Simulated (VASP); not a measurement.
Cr, 2 atoms in the cell. Symmetry: P6_3/mmc, No. 194, hexagonal system. Conventional cell: a = 2.402 Å, b = 2.402 Å, c = 4.291 Å, α = 90.00°, β = 90.00°, γ = 120.00°. Within 3.2 Å of Cr (site symmetry -6m2) lie 12 Cr at 2.40 to 2.55 Å.  This cell differs from its parent crystal: volume scaled by 0.88.

| Quantity | Value |
| --- | --- |
| Program | VASP 6.6.1 |
| Task | single point |
| Functional | RPBE |
| Potentials or basis | VASP PAW PBE potentials, release 64 (Cr_pv) |
| Cutoff | 520 eV |
| k mesh | 16 × 16 × 8 |
| Occupations | fermi-dirac, width 0.1 eV |
| Spin | no spin polarisation |
| Dipole correction | no |
| Further INCAR settings | ALGO = Normal; EDIFF = 1e-06; NBANDS = 19 |

Potentials or basis: VASP PAW PBE potentials, release 64 (Cr_pv).

The run is started by

```bash
$ cat potpaw_PBE.64/Cr_pv/POTCAR > POTCAR
$ mpirun -np 1 vasp_std > vasp.out
```

Hardware: 1 thread of Intel(R) Xeon(R) Platinum 8375C CPU @ 2.90GHz (Ice Lake), with other jobs on the host.

Estimate the wall time of this run.

Wall time 34 s on 1 thread of Intel(R) Xeon(R) Platinum 8375C CPU @ 2.90GHz (Ice Lake), on a shared host, peak memory 0.17 GiB. Counts: scf iterations 13, k points 150.
